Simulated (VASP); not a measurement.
# Ca in VASP: a series of runs

The runs below take Ca through relaxation of cell and atoms, with PBE.

Program: VASP 6.6.1. These are calculated values, not measurements. Logs are shortened: lines on timing, memory, paths and dates and some standing lists are left out, and cuts for length are marked.

**1. The cell of the first run**

It takes space group I4/mmm (No. 139, tetragonal). The conventional cell has a = 3.066 Å, b = 3.066 Å, c = 4.328 Å, α = 90.00°, β = 90.00°, γ = 90.00°. Ca (site symmetry 4/mmm) has 12 Ca at 3.06 to 3.07 Å within 4.0 Å.

**2. Relaxation of cell and atoms, PBE, target pressure 60 GPa, at which the enthalpy is minimised**

The input, INCAR:

```
SYSTEM = Ca
PREC     = Accurate       ! precision mode
ENCUT    = 600            ! plane-wave cutoff, eV
EDIFF    = 1E-6           ! SCF threshold, eV
ISMEAR   = 0              ! smearing method
SIGMA    = 0.1            ! smearing width, eV
LREAL    = .False.        ! projectors in reciprocal space
LASPH    = .True.         ! aspherical terms in the spheres
NELM     = 80             ! most SCF steps
ALGO     = Fast           ! electronic algorithm
ISIF     = 3              ! what is computed and relaxed
LWAVE    = .False.        ! write WAVECAR
LCHARG   = .False.        ! write CHGCAR
GGA      = PE             ! functional
IBRION   = 2              ! ionic algorithm
NSW      = 70             ! ionic steps
EDIFFG   = -0.008         ! ionic threshold
PSTRESS  = 600.0
```

The input, KPOINTS:

```
regular mesh
0
Gamma
  20 20 20
  0 0 0
```

The input, POSCAR:

```
Ca
1.0
   -1.5328929709      1.5328929709      2.1641875322
    1.5328929709     -1.5328929709      2.1641875322
    1.5328929709      1.5328929709     -2.1641875322
Ca
1
Direct
    0.5000000000      0.5000000000      0.0000000000
```

Potentials or basis: VASP PAW PBE potentials, release 64 (Ca_sv).

Run with:

```console
$ cat potpaw_PBE.64/Ca_sv/POTCAR > POTCAR
$ mpirun -np 1 vasp_std > vasp.out
```

OUTCAR:

```text
SYSTEM = Ca
   PREC = Accurate
   ENCUT = 600
   EDIFF = 1E-6
   ISMEAR = 0
   LREAL = .False.
   LASPH = .True.
   NELM = 80
   ISIF = 3
   GGA = PE
   IBRION = 2
   NSW = 70
   EDIFFG = -0.008
   PSTRESS = 600.0

 ion  position               nearest neighbor table
   1  0.500  0.500  0.000-

  LATTYP: Found a body centered tetragonal cell.
 ALAT       =     3.0657859418
 C/A-ratio  =     1.4118321196

  Lattice vectors:

 A1 = (  -1.5328929709,   1.5328929709,   2.1641875322)
 A2 = (   1.5328929709,  -1.5328929709,   2.1641875322)
 A3 = (   1.5328929709,   1.5328929709,  -2.1641875322)

Analysis of symmetry for initial positions (statically):
=====================================================================
 Subroutine PRICEL returns:
 Original cell was already a primitive cell.

 Routine SETGRP: Setting up the symmetry group for a
 body centered tetragonal supercell.

 Subroutine GETGRP returns: Found 16 space group operations
 (whereof 16 operations were pure point group operations)
 out of a pool of 16 trial point group operations.

The static configuration has the point symmetry D_4h.

Analysis of symmetry for dynamics (positions and initial velocities):
=====================================================================
 Subroutine PRICEL returns:
 Original cell was already a primitive cell.

 Routine SETGRP: Setting up the symmetry group for a
 body centered tetragonal supercell.

 Subroutine GETGRP returns: Found 16 space group operations
 (whereof 16 operations were pure point group operations)
 out of a pool of 16 trial point group operations.

The dynamic configuration has the point symmetry D_4h.

 Subroutine INISYM returns: Found 16 space group operations
 (whereof 16 operations are pure point group operations),
 and found     1 'primitive' translations

----------------------------------------------------------------------------------------

                                     Primitive cell

  volume of cell :      20.3413

  direct lattice vectors                    reciprocal lattice vectors
    -1.532892971  1.532892971  2.164187532     0.000000000  0.326180633  0.231033583
     1.532892971 -1.532892971  2.164187532     0.326180633  0.000000000  0.231033583
     1.532892971  1.532892971 -2.164187532     0.326180633  0.326180633  0.000000000

  length of vectors
     3.063205738  3.063205738  3.063205738     0.399712799  0.399712799  0.461289075

  position of ions in fractional coordinates (direct lattice)
     0.500000000  0.500000000  0.000000000

  ion indices of the primitive-cell ions
   primitive index   ion index
                 1           1

----------------------------------------------------------------------------------------

 KPOINTS: regular mesh

Automatic generation of k-mesh.
 Grid dimensions read from file:
 generate k-points for:   20   20   20

 Generating k-lattice:

  Cartesian coordinates                     Fractional coordinates (reciprocal lattice)
     0.000000000  0.016309032  0.011551679     0.050000000  0.000000000  0.000000000
     0.016309032  0.000000000  0.011551679     0.000000000  0.050000000  0.000000000
     0.016309032  0.016309032  0.000000000     0.000000000  0.000000000  0.050000000

  Length of vectors
     0.019985640  0.019985640  0.023064454

  Shift w.r.t. Gamma in fractional coordinates (k-lattice)
     0.000000000  0.000000000  0.000000000

 Subroutine IBZKPT returns following result:
 ===========================================

 Found    641 irreducible k-points:

 Following reciprocal coordinates:
            Coordinates               Weight
  0.000000  0.000000  0.000000      1.000000
  0.050000 -0.000000  0.000000      8.000000
  0.100000  0.000000  0.000000      8.000000
  0.150000  0.000000  0.000000      8.000000
  0.200000  0.000000  0.000000      8.000000
  0.250000  0.000000  0.000000      8.000000
[... 16 lines left out ...]
 -0.400000  0.050000  0.000000     16.000000
 -0.350000  0.050000 -0.000000     16.000000
 [... further k-points ...]
   k-points           NKPTS =    641   k-points in BZ     NKDIM =    641   number of bands    NBANDS=      9
   number of dos      NEDOS =    301   number of ions     NIONS =      1
   total plane-waves  NPLWV =  13824
   dimension x,y,z NGX =    24 NGY =   24 NGZ =   24
   dimension x,y,z NGXF=    48 NGYF=   48 NGZF=   48
   ions per type =               1
   NGX,Y,Z   is equivalent  to a cutoff of  13.03, 13.03, 13.03 a.u.
   NGXF,Y,Z  is equivalent  to a cutoff of  26.05, 26.05, 26.05 a.u.
 SYSTEM =  Ca
   PREC   = accura    normal or accurate (medium, high low for compatibility)
   ISTART =      0    job   : 0-new  1-cont  2-samecut
   ICHARG =      2    charge: 1-file 2-atom 10-const
   ISPIN  =      1    spin polarized calculation?
   LNONCOLLINEAR =      F non collinear calculations
   LSORBIT =      F    spin-orbit coupling
   LASPH  =      T    aspherical Exc in radial PAW
[... 20 lines left out ...]
   IMIX   =      4    mixing-type and parameters
     AMIX     =   0.40;   BMIX     =  1.00
     AMIX_MAG =   1.60;   BMIX_MAG =  1.00
  volume/ion in A,a.u.               =      20.34       137.27
  Fermi-wavevector in a.u.,A,eV,Ry     =   1.292058  2.441635 22.713752  1.669414
  Thomas-Fermi vector in A             =   2.423789
   LORBIT       =      0    0 simple, 1 ext, 2 COOP (PROOUT), +10 PAW based schemes
   GGA     = PE    functional components
   LHFCALC =     F    Hartree Fock is set to
   AEXX    =    0.0000 exact exchange contribution
   IVDW    =     0    specifies the selected vdW correction
   LEPSILON=     F    determine dielectric tensor
   LRPA    =     F    only Hartree local field effects (RPA)
 conjugate gradient relaxation of ions
 non-spin polarized calculation
 RMM-DIIS sequential band-by-band and
 Gauss-broadening in eV      SIGMA  =   0.10
  energy-cutoff  :      600.00
  volume of cell :       20.34
 maximum number of plane-waves:       696
   NGX = 13   NGY = 13   NGZ = 13

--------------------------------------- Ionic step        1  -------------------------------------------

 number of electron      10.0000000 magnetization

 Free energy of the ion-electron system (eV)
  ---------------------------------------------------
  ext. energy  EPLUGINS =         0.00000000
  ---------------------------------------------------
  free energy    TOTEN  =        -0.35285718 eV

  energy without entropy =       -0.34855100  energy(sigma->0) =       -0.35070409

------------------------ aborting loop because EDIFF is reached ----------------------------------------

  FORCE on cell =-STRESS in cart. coord.  units (eV):
  Direction    XX          YY          ZZ          XY          YZ          ZX
  --------------------------------------------------------------------------------------
  -------------------------------------------------------------------------------------
  Total        4.6931112      4.6931112      4.6916075      0.0000000     -0.0000000      0.0000000
  in kB      369.6518497    369.6518497    369.5334048      0.0000000     -0.0000000      0.0000000
  external PRESSURE =    -230.3876320 kB  Pullay stress =     600.0000000 kB
[... 92 lines left out ...]
  FREE ENERGIE OF THE ION-ELECTRON SYSTEM (eV)
  ---------------------------------------------------
  free  energy   TOTEN  =         0.6712994289 eV

  energy  without entropy=        0.6768431383  energy(sigma->0) =        0.67407128

  enthalpy is  TOTEN    =         6.9641672554 eV   P V=        6.2928678265

[... ionic steps 4 to 13 ...]

--------------------------------------- Ionic step       14  -------------------------------------------

 number of electron      10.0000000 magnetization

------------------------ aborting loop because EDIFF is reached ----------------------------------------

  FORCE on cell =-STRESS in cart. coord.  units (eV):
  Direction    XX          YY          ZZ          XY          YZ          ZX
  --------------------------------------------------------------------------------------
  -------------------------------------------------------------------------------------
  Total        6.1356343      6.1356343      6.1363403      0.0000000      0.0000000      0.0000000
  in kB      598.5623269    598.5623269    598.6312090      0.0000000      0.0000000      0.0000000
  external PRESSURE =      -1.4147124 kB  Pullay stress =     600.0000000 kB
[... 59 lines left out ...]
  enthalpy is  TOTEN    =         6.9604769473 eV   P V=        6.1489578375

--------------------------------------- Ionic step       16  -------------------------------------------

 number of electron      10.0000000 magnetization

 Free energy of the ion-electron system (eV)
  ---------------------------------------------------
  ext. energy  EPLUGINS =         0.00000000
  ---------------------------------------------------
  free energy    TOTEN  =         0.81434061 eV

  energy without entropy =        0.81937327  energy(sigma->0) =        0.81685694

 E-fermi :   7.2298     XC(G=0): -11.3720

 val. band max:        7.2211365016   @ k =   0.4000   0.4000   0.0000
 cond. band min:       7.2379811373   @ k =  -0.3000  -0.4500   0.3000
 fundamental gap:      0.0168446357
 Fermi energy:         7.2297627402

 k-point     1 :       0.0000    0.0000    0.0000
  band No.  band energies     occupation
      1     -33.5588      2.00000
      2     -13.1976      2.00000
      3     -13.1976      2.00000
      4     -13.1967      2.00000
      5       3.0033      2.00000
      6      10.6028      0.00000
      7      10.6028      0.00000
      8      10.6182      0.00000
      9      13.5315      0.00000
[... 265 lines left out ...]
 k-point    24 :      -0.3500    0.0500   -0.0000
  band No.  band energies     occupation
      1     -33.1015      2.00000
      2     -15.1246      2.00000
      3     -13.4529      2.00000
      4     -13.4229      2.00000
      5       5.7774      2.00000
      6       9.4581      0.00000
      7      10.5090      0.00000
      8      10.7658      0.00000
      9      14.1026      0.00000

 [... further k-points ...]
[... 5 lines left out ...]
  --------------------------------------------------------------------------------------
  -------------------------------------------------------------------------------------
  Total        6.1388161      6.1388161      6.1395328      0.0000000      0.0000000      0.0000000
  in kB      599.2858490    599.2858490    599.3558157      0.0000000      0.0000000      0.0000000
  external PRESSURE =      -0.6908288 kB  Pullay stress =     600.0000000 kB
[... 16 lines left out ...]
  FREE ENERGIE OF THE ION-ELECTRON SYSTEM (eV)
  ---------------------------------------------------
  free  energy   TOTEN  =         0.8143406140 eV

  energy  without entropy=        0.8193732722  energy(sigma->0) =        0.81685694

  enthalpy is  TOTEN    =         6.9604721719 eV   P V=        6.1461315579

 reached required accuracy - stopping structural energy minimisation
```

Wall time 34 min (1 thread of Intel Xeon 8259CL, shared host); peak memory 0.28 GiB.

What came out:

- Free energy: 0.8143 eV
- Relaxed volume: 16.41 Å³/atom
- Relaxed cell: a = 2.852 Å, b = 2.852 Å, c = 2.852 Å, α = 119.95°, β = 119.95°, γ = 90.09°
- Space group after relaxing (to 0.1 Å): Fm-3m (No. 225)
- Energy change on relaxing (the run minimises the enthalpy): +1167.2 meV/atom
- Ionic steps: 16
- Pressure after relaxing: 59.9 GPa
- Band gap on the k mesh: zero (bands 5 and 6 overlap by 1.48 eV)

Step by step:
| step | energy change (eV) | largest force (eV/Å) | pressure (GPa) | volume (Å³) |
| --- | --- | --- | --- | --- |
| 1 | 0.0000 | 0.0000 | 36.96 | 20.34 |
| 2 | 2.8646 | 0.0000 | 91.77 | 12.89 |
| 3 | 1.0242 | 0.0000 | 57.10 | 16.80 |
| 4 | 1.1891 | 0.0000 | 60.44 | 16.35 |
| 5 | 1.1613 | 0.0000 | 59.84 | 16.43 |
| 6 | 1.1613 | 0.0000 | 59.81 | 16.43 |
| 7 | 1.1616 | 0.0000 | 59.81 | 16.43 |
| 8 | 1.1616 | 0.0000 | 59.83 | 16.43 |
| 9 | 1.1616 | 0.0000 | 59.82 | 16.43 |
| 10 | 1.1616 | 0.0000 | 59.82 | 16.43 |
| 11 | 1.1617 | 0.0000 | 59.82 | 16.43 |
| 12 | 1.1619 | 0.0000 | 59.82 | 16.43 |
| 13 | 1.1623 | 0.0000 | 59.81 | 16.43 |
| 14 | 1.1630 | 0.0000 | 59.86 | 16.42 |
| 15 | 1.1644 | 0.0000 | 59.89 | 16.42 |
| 16 | 1.1672 | 0.0000 | 59.93 | 16.41 |

Final structure:
```
Ca
1.0
    -1.42698    1.42698    2.01496
     1.42698   -1.42698    2.01496
     1.42698    1.42698   -2.01496
Ca
1
Direct
  0.50000 0.50000 0.00000
```

Levels at points of the mesh, in eV from the Fermi level:
| k point | band 2 | band 3 | band 4 | band 5 | band 6 | band 7 | band 8 | band 9 |
| --- | --- | --- | --- | --- | --- | --- | --- | --- |
| (0.00, 0.00, 0.00) | -20.43 | -20.43 | -20.43 | -4.23 | 3.37 | 3.37 | 3.39 | 6.30 |
| (0.50, 0.00, 0.00) | -22.94 | -20.71 | -20.71 | -1.43 | 3.01 | 3.03 | 3.45 | 8.29 |
| (0.50, 0.50, 0.00) | -22.71 | -21.26 | -21.25 | -2.28 | -0.87 | 6.22 | 8.30 | 8.84 |
| (0.50, 0.50, 0.50) | -22.71 | -21.26 | -21.26 | -2.28 | -0.88 | 6.25 | 8.30 | 8.85 |

Caveat: the cell is relaxed towards a set pressure, so the run minimises the enthalpy, not the energy; the volume moved by over 15 % at a fixed basis, so the end points are rough.

**3. Relaxation of cell and atoms, PBE, target pressure 3 GPa, at which the enthalpy is minimised**

This run uses another cell than the first one, of 40.96 Å³/atom.

The input, INCAR:

```
SYSTEM = Ca
PREC = Accurate
ENCUT = 600
EDIFF = 1E-7
ISMEAR = 0
SIGMA = 0.1
LREAL = .False.
LASPH = .True.
NELM = 80
ALGO = Fast
ISIF = 3
LWAVE = .False.
LCHARG = .False.
GGA = PE
IBRION = 2
NSW = 70
EDIFFG = -0.008
PSTRESS = 30.0
```

The input, KPOINTS:

```
Automatic mesh
0
Gamma
  14 14 14
  0 0 0
```

The input, POSCAR:

```
Ca
1.0
   -1.9370150606      1.9366722250      2.7297351198
    1.9370150606     -1.9366722250      2.7297351198
    1.9370150606      1.9366722250     -2.7297351198
Ca
1
Direct
    0.5000000000      0.5000000000      0.0000000000
```

Potentials or basis: VASP PAW PBE potentials, release 64 (Ca_sv).

Run with:

```console
$ cat potpaw_PBE.64/Ca_sv/POTCAR > POTCAR
$ mpirun -np 1 vasp_std > vasp.out
```

Wall time 28 min (1 thread of Intel Xeon 8259CL, shared host); peak memory 0.33 GiB.

Results (log left out):

```
Free energy                                                : -1.8869 eV
Relaxed volume                                             : 36.79 Å³/atom
Relaxed cell                                               : a = 3.731 Å, b = 3.731 Å, c = 3.731 Å, α = 119.90°, β = 119.90°, γ = 90.17°
Space group after relaxing (to 0.1 Å)                      : Fm-3m (No. 225)
Energy change on relaxing (the run minimises the enthalpy) : +44.0 meV/atom
Ionic steps                                                : 3
Pressure after relaxing                                    : 3.0 GPa
Band gap on the k mesh                                     : zero (bands 5 and 6 overlap by 0.12 eV)
```

Step by step:
```csv
step,energy change (eV),largest force (eV/Å),pressure (GPa),volume (Å³)
1,0.0000,0.0000,0.57,40.96
2,0.0338,0.0000,2.57,37.38
3,0.0440,0.0000,2.98,36.79
```

Final structure:
```
CELL_PARAMETERS angstrom
-1.86855 1.86837 2.63447
1.86855 -1.86837 2.63447
1.86855 1.86837 -2.63447
ATOMIC_POSITIONS crystal
Ca 0.50000 0.50000 0.00000
```

Levels at points of the mesh, in eV from the Fermi level:
```csv
k point,band 1,band 2,band 3,band 4,band 5,band 6,band 7,band 8,band 9
"(0.00, 0.00, 0.00)",-41.71,-22.60,-22.60,-22.60,-4.27,2.51,2.51,2.53,3.77
"(0.50, 0.00, 0.00)",-41.68,-22.83,-22.63,-22.63,-1.05,-0.03,2.37,2.39,4.58
"(0.00, 0.50, 0.00)",-41.68,-22.83,-22.63,-22.63,-1.05,-0.03,2.37,2.38,4.58
"(0.50, 0.50, 0.00)",-41.67,-22.81,-22.68,-22.68,-0.61,0.49,1.24,4.58,4.80
"(0.50, 0.50, 0.50)",-41.67,-22.81,-22.68,-22.68,-0.61,0.48,1.28,4.57,4.80
```

Caveat: the cell is relaxed towards a set pressure, so the run minimises the enthalpy, not the energy.

**4. Relaxation of cell and atoms, PBE, target pressure -3 GPa, at which the enthalpy is minimised**

This run uses another cell than the first one, of 43.35 Å³/atom.

The input, INCAR:

```
SYSTEM = Ca
ALGO = Fast
EDIFF = 1E-7
EDIFFG = -0.008
ENCUT = 600
GGA = PE
IBRION = 2
ISIF = 3
ISMEAR = 0
LASPH = .True.
LCHARG = .False.
LREAL = .False.
LWAVE = .False.
NELM = 60
NSW = 70
PREC = Accurate
PSTRESS = -30.0
SIGMA = 0.1
```

The input, KPOINTS:

```
k-points
0
Gamma
  14 14 14
  0 0 0
```

The input, POSCAR:

```
Ca
1.0
   -1.9739093311      1.9735599656      2.7817283067
    1.9739093311     -1.9735599656      2.7817283067
    1.9739093311      1.9735599656     -2.7817283067
Ca
1
Direct
    0.5000000000      0.5000000000      0.0000000000
```

Run with:

```console
$ cat potpaw_PBE.64/Ca_sv/POTCAR > POTCAR
$ mpirun -np 1 vasp_std > vasp.out
```

Run time: 46 min. Hardware: 1 thread of Intel Xeon 8259CL, shared host; peak memory 0.35 GiB.

The run converged. Its results:

| Property | Result |
| --- | --- |
| Free energy | -1.7746 eV |
| Relaxed volume | 55.99 Å³/atom |
| Relaxed cell | a = 4.292 Å, b = 4.292 Å, c = 4.292 Å, α = 119.91°, β = 119.92°, γ = 90.15° |
| Space group after relaxing (to 0.1 Å) | Fm-3m (No. 225) |
| Energy change on relaxing (the run minimises the enthalpy) | +157.3 meV/atom |
| Ionic steps | 5 |
| Pressure after relaxing | -3.0 GPa |
| Band gap on the k mesh | zero (bands 5 and 6 overlap by 0.55 eV) |

The path:
```csv
step,energy change (eV),largest force (eV/Å),pressure (GPa),volume (Å³)
1,0.0000,0.0000,-0.42,43.35
2,0.0322,0.0000,-1.76,47.87
3,0.1113,0.0000,-2.72,53.41
4,0.1452,0.0000,-2.94,55.33
5,0.1573,0.0000,-3.00,55.99
```

Final structure:
```yaml
crystal:
  lattice:
    - [-2.14885, 2.14882, 3.03114]
    - [2.14885, -2.14882, 3.03114]
    - [2.14885, 2.14882, -3.03114]
  atoms:
    - { symbol: Ca, position: [0.50000, 0.50000, 0.00000] }
```

Levels at points of the mesh, in eV from the Fermi level:
```csv
k point,band 1,band 2,band 3,band 4,band 5,band 6,band 7,band 8,band 9
"(0.00, 0.00, 0.00)",-42.69,-23.63,-23.63,-23.63,-3.53,1.93,1.93,1.94,2.69
"(0.50, 0.00, 0.00)",-42.69,-23.67,-23.63,-23.63,-0.91,-0.28,1.85,1.86,3.16
"(0.00, 0.50, 0.00)",-42.69,-23.67,-23.63,-23.63,-0.91,-0.28,1.85,1.86,3.16
"(0.50, 0.50, 0.00)",-42.69,-23.67,-23.64,-23.64,-0.26,0.57,0.65,3.16,3.28
"(0.50, 0.50, 0.50)",-42.69,-23.67,-23.64,-23.64,-0.25,0.59,0.65,3.16,3.29
```

Caveat: the cell is relaxed towards a set pressure, so the run minimises the enthalpy, not the energy; the volume moved by over 15 % at a fixed basis, so the end points are rough.

**5. Summary**

| cell | k mesh | gap on the mesh (eV) | pressure (GPa) |
| --- | --- | --- | --- |
| relaxed to 60 GPa from a = 3.063 Å, angles 119.9, 119.9, 90.1°, 1 atom | 20 × 20 × 20 | none | 59.9 |
| relaxed to 3 GPa from a = 3.867 Å, angles 119.9, 119.9, 90.2°, 1 atom | 14 × 14 × 14 | none | 3.0 |
| relaxed to -3 GPa from a = 3.941 Å, angles 119.9, 119.9, 90.2°, 1 atom | 14 × 14 × 14 | none | -3.0 |

Alike in all rows: task relaxation of cell and atoms; level PBE; potentials or basis VASP PAW PBE potentials, release 64 (Ca_sv); no spin polarisation; cutoff (eV) 600; smearing gaussian 0.1 eV.

Caveats: the cell is relaxed towards a set pressure, so the run minimises the enthalpy, not the energy; the volume moved by over 15 % at a fixed basis, so the end points are rough (at least some runs).

Absolute energies hang on the potentials; compare differences alone.

The gap in the log of VASP goes by the Fermi energy; the results here count the filled bands.